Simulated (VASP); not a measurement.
# Mg2H3 in VASP: a series of runs, part 2 of 2

VASP 6.6.1. The steps go on from the part before.

## 3. Single point, PBE

This run uses another cell than the first one, of 14.69 Å³/atom, 0.990 times its volume.

Input file INCAR:

```
PREC = Accurate
ENCUT = 520
EDIFF = 1E-6
ISMEAR = 0
SIGMA = 0.1
LREAL = F
LASPH = T
NELM = 100
ALGO = Normal
ISIF = 2
LWAVE = F
LCHARG = T
GGA = PE
LELF = T
LVHAR = T
NBANDS = 12
```

Input file KPOINTS:

```
Automatic mesh
0
Gamma
  4 6 6
```

Input file POSCAR:

```
Mg2H3
1.0
    2.9561185837      0.0000000000      0.0000000000
    0.0000000000      4.8345428750      2.5696205991
    0.0000000000     -4.8345428750      2.5696205991
Mg H
2 3
Direct
    0.5000000000     -0.1028888472      0.5717361949
    0.5000000000      0.5717361949     -0.1028888472
    0.0000000000      0.7350139439      0.7350139439
    0.8708953245      0.2346382842      0.2346382842
    0.1291046755      0.2346382842      0.2346382842
```

Potentials or basis: VASP PAW PBE potentials, release 64 (Mg, H).

Run with:

```
> cat potpaw_PBE.64/Mg/POTCAR potpaw_PBE.64/H/POTCAR > POTCAR
> mpirun -np 1 vasp_std > vasp.out
```

OUTCAR:

```text
PREC = Accurate
   ENCUT = 520
   EDIFF = 1E-6
   ISMEAR = 0
   LREAL = F
   LASPH = T
   NELM = 100
   ISIF = 2
   GGA = PE

 ion  position               nearest neighbor table
   1  0.500  0.897  0.572-   3 2.16   3 2.16   2 3.07   2 3.07   2 3.15
   2  0.500  0.572  0.897-   3 2.16   3 2.16   1 3.07   1 3.07   1 3.15
   3  0.000  0.735  0.735-   1 2.16   2 2.16   1 2.16   2 2.16
   4  0.871  0.235  0.235-   5 0.76
   5  0.129  0.235  0.235-   4 0.76

[... 558 lines left out ...]

 [... further k-points ...]
[... 5 lines left out ...]
  --------------------------------------------------------------------------------------
  -------------------------------------------------------------------------------------
  Total       -0.0971905     -0.0883126     -0.0973378      0.0000000      0.0000000      0.0000000
  in kB       -2.1201084     -1.9264476     -2.1233228      0.0000000      0.0000000      0.0000000
  external PRESSURE =      -2.0566263 kB  Pullay stress =       0.0000000 kB

 VOLUME and BASIS-vectors are now :
 -----------------------------------------------------------------------------
  energy-cutoff  :      520.00
  volume of cell :       73.45
      direct lattice vectors                 reciprocal lattice vectors
     2.956118584  0.000000000  0.000000000     0.338281423  0.000000000  0.000000000
     0.000000000  4.834542875  2.569620599     0.000000000  0.103422394  0.194581255
     0.000000000 -4.834542875  2.569620599     0.000000000 -0.103422394  0.194581255

 POSITION                                       TOTAL-FORCE (eV/Angst)
 -----------------------------------------------------------------------------------
      1.47806      1.57304      3.77438         0.000000     -0.000907      0.001531
      1.47806     -1.57304      3.77438         0.000000      0.000907      0.001531
      0.00000      0.00000      3.77741         0.000000      0.000000     -0.004264
      2.57447      0.00000      1.20586         0.008394      0.000000      0.000601
      0.38165      0.00000      1.20586        -0.008394      0.000000      0.000601
 -----------------------------------------------------------------------------------
    total drift:                               -0.000000     -0.000000     -0.000157

  FREE ENERGIE OF THE ION-ELECTRON SYSTEM (eV)
  ---------------------------------------------------
  free  energy   TOTEN  =       -12.0273506712 eV

  energy  without entropy=      -12.0243921554  energy(sigma->0) =      -12.02587141
```

Run time: 15 s. Hardware: 1 thread of Intel Xeon Platinum 8559C (Emerald Rapids), shared host; peak memory 0.2 GiB.

What came out:

| Item | Value |
| --- | --- |
| Free energy | -12.0274 eV |
| Pressure | -0.2 GPa |
| Largest force | 0.008 eV/Å |

Forces on the atoms (eV/Å):
```
Mg   0.000 -0.001  0.002
Mg   0.000  0.001  0.002
H    0.000  0.000 -0.004
H    0.008  0.000  0.001
H   -0.008  0.000  0.001
```

Caveat: the k points lie up to 0.53 Å⁻¹ apart.

## 4. Relaxation of cell and atoms, PBE

This run uses another cell than the first one, of 14.69 Å³/atom, 0.990 times its volume.

Input file INCAR:

```
SYSTEM = Mg2H3
PREC = Accurate ; ENCUT = 600
EDIFF = 1E-6 ; ISMEAR = 0
SIGMA = 0.1 ; LREAL = .False.
LASPH = .True. ; NELM = 80
ALGO = Normal ; ISIF = 3
LWAVE = .False. ; LCHARG = .False.
GGA = PE ; IBRION = 2
NSW = 90 ; EDIFFG = -0.04
```

Input file KPOINTS:

```
Automatic mesh
0
Gamma
  4 4 6
  0 0 0
```

Input file POSCAR:

```
Mg2H3
1.0
    2.5696205991     -4.8345428750      0.0000000000
    2.5696205991      4.8345428750      0.0000000000
    0.0000000000      0.0000000000      2.9561185837
Mg H
2 3
Direct
    0.8373125211      0.1626874789      0.5000000000
    0.1626874789      0.8373125211      0.5000000000
    0.0000000000      0.0000000000      0.0000000000
    0.5000000000      0.5000000000      0.1291046755
    0.5000000000      0.5000000000      0.8708953245
```

Run with:

```
> cat potpaw_PBE.64/Mg/POTCAR potpaw_PBE.64/H/POTCAR > POTCAR
> mpirun -np 1 vasp_std > vasp.out
```

It took 27 s on 1 thread of Intel Xeon Platinum 8559C (Emerald Rapids), shared host; peak memory 0.24 GiB.

The run converged. Its results:

```
Free energy                            : -12.0072 eV
Relaxed volume                         : 14.80 Å³/atom
Relaxed cell                           : a = 5.509 Å, b = 5.509 Å, c = 2.950 Å, α = 90.00°, β = 90.00°, γ = 124.26°
Space group after relaxing (to 0.05 Å) : Cmmm (No. 65)
Energy gained by relaxing              : 0.7 meV/atom
Ionic steps                            : 5
Pressure after relaxing                : 0.0 GPa
Largest force after relaxing           : 0.007 eV/Å
```

Forces on the atoms (eV/Å):
```
Mg   0.000  0.007  0.000
Mg   0.000 -0.007  0.000
H    0.000  0.000  0.000
H    0.000  0.000 -0.003
H    0.000  0.000  0.003
```

Stress tensor (GPa, compression positive):
```
 0.15  0.00  0.00
 0.00 -0.09  0.00
 0.00  0.00 -0.04
```

The path:
```tsv
step	energy change (eV)	largest force (eV/Å)	pressure (GPa)	volume (Å³)
1	0.0000	0.1475	0.12	73.45
2	-0.0005	0.3428	0.37	73.57
3	-0.0014	0.1212	0.26	73.52
4	-0.0032	0.0452	0.10	73.81
5	-0.0035	0.0067	0.01	74.00
```

Final structure:
```cif
data_structure
_symmetry_space_group_name_H-M 'P 1'
_symmetry_Int_Tables_number 1
_cell_length_a 5.5090
_cell_length_b 5.5090
_cell_length_c 2.9501
_cell_angle_alpha 90.000
_cell_angle_beta 90.000
_cell_angle_gamma 124.259
_cell_volume 74.00
loop_
_atom_site_label
_atom_site_type_symbol
_atom_site_fract_x
_atom_site_fract_y
_atom_site_fract_z
_atom_site_occupancy
Mg1 Mg 0.83570 0.16430 0.50000 1
Mg2 Mg 0.16430 0.83570 0.50000 1
H1 H 0.00000 0.00000 0.00000 1
H2 H 0.50000 0.50000 0.12852 1
H3 H 0.50000 0.50000 0.87148 1
```

Levels at points of the mesh, in eV from the Fermi level:
| k point | band 1 | band 2 | band 3 | band 4 | band 5 | band 6 |
| --- | --- | --- | --- | --- | --- | --- |
| (0.00, 0.00, 0.00) | -8.60 | -5.62 | -2.21 | 0.13 | 0.78 | 1.78 |
| (0.50, 0.00, 0.00) | -7.97 | -6.54 | -2.74 | -1.85 | 2.46 | 4.27 |
| (0.50, 0.50, 0.00) | -8.30 | -5.49 | -4.44 | -0.27 | 2.90 | 5.09 |
| (0.00, 0.00, 0.50) | -6.78 | -3.68 | -1.74 | 1.46 | 2.98 | 3.26 |
| (0.50, 0.00, 0.50) | -6.53 | -4.13 | -0.16 | 0.21 | 0.96 | 2.10 |
| (0.50, 0.50, 0.50) | -6.70 | -3.58 | -0.43 | -0.35 | -0.05 | 3.48 |

## 5. Single point, PBE

This run uses another cell than the first one, of 14.89 Å³/atom, 1.004 times its volume.

Input file INCAR:

```
ALGO = Normal ; EDIFF = 1E-6
ENCUT = 520 ; GGA = PE
ISIF = 2 ; ISMEAR = 0
LASPH = True ; LCHARG = True
LELF = True ; LREAL = False
LVHAR = True ; LWAVE = False
NBANDS = 12 ; NELM = 80
PREC = Accurate ; SIGMA = 0.1
```

Input file KPOINTS:

```
k-points
0
Gamma
  8 8 12
```

Input file POSCAR:

```
Mg2H3
1.0
    2.6485732039     -4.8237005878      0.0000000000
    2.6485732039      4.8237005878      0.0000000000
    0.0000000000      0.0000000000      2.9136035840
Mg H
2 3
Direct
    0.8313657680      0.1686342320      0.5000000000
    0.1686342320      0.8313657680      0.5000000000
    0.0000000000      0.0000000000      0.0000000000
    0.5000000000      0.5000000000      0.1300836980
    0.5000000000      0.5000000000      0.8699163020
```

Run with:

```
> cat potpaw_PBE.64/Mg/POTCAR potpaw_PBE.64/H/POTCAR > POTCAR
> mpirun -np 1 vasp_std > vasp.out
```

It took 50 s on 1 thread of Intel Xeon Platinum 8559C (Emerald Rapids), shared host; peak memory 0.28 GiB.

It converged, with:

```
Free energy   : -11.9909 eV
Pressure      : -0.2 GPa
Largest force : 0.008 eV/Å
```

Forces in eV/Å, atoms in the order of the input:
```
Mg   0.000 -0.001  0.000
Mg   0.000  0.001  0.000
H    0.000  0.000  0.000
H    0.000  0.000 -0.008
H    0.000  0.000  0.008
```

Stress tensor (GPa, compression positive):
```
-0.10  0.00  0.00
 0.00 -0.16  0.00
 0.00  0.00 -0.19
```

Levels at points of the mesh, in eV from the Fermi level:
| k point | band 1 | band 2 | band 3 | band 4 | band 5 | band 6 |
| --- | --- | --- | --- | --- | --- | --- |
| (0.00, 0.00, 0.00) | -8.55 | -5.75 | -2.15 | 0.08 | 0.54 | 1.70 |
| (0.50, 0.00, 0.00) | -7.98 | -6.54 | -2.81 | -1.89 | 2.39 | 4.28 |
| (0.50, 0.50, 0.00) | -8.24 | -5.63 | -4.44 | -0.48 | 2.63 | 5.21 |
| (0.00, 0.00, 0.50) | -6.67 | -3.70 | -1.57 | 1.53 | 2.96 | 3.49 |
| (0.50, 0.00, 0.50) | -6.46 | -4.05 | -0.05 | 0.29 | 0.95 | 2.09 |
| (0.50, 0.50, 0.50) | -6.59 | -3.59 | -0.39 | -0.12 | 0.12 | 3.39 |

## 6. Overview

```tsv
task	cell	k mesh	cutoff (eV)	gap on the mesh (eV)	pressure (GPa)	largest force (eV/Å)
single point	a = 5.506, b = 5.506, c = 2.946 Å, angles 90.0, 90.0, 123.9°, 5 atoms	4 × 4 × 6	520	none	-0.1	0.03
single point	a = 2.956, b = 5.475, c = 5.475 Å, angles 124.0, 90.0, 90.0°, 5 atoms	4 × 6 × 6	520	none	-0.2	0.01
relaxation of cell and atoms	relaxed from a = 5.475, b = 5.475, c = 2.956 Å, angles 90.0, 90.0, 124.0°, 5 atoms	4 × 4 × 6	600	none	0.0	0.01
single point	a = 5.503, b = 5.503, c = 2.914 Å, angles 90.0, 90.0, 122.5°, 5 atoms	8 × 8 × 12	520	none	-0.2	0.01
```

Alike in all rows: level PBE; potentials or basis VASP PAW PBE potentials, release 64 (Mg, H); no spin polarisation; smearing gaussian 0.1 eV.

Caveats: some runs use coarse meshes.

Absolute energies hang on the potentials; compare differences alone.
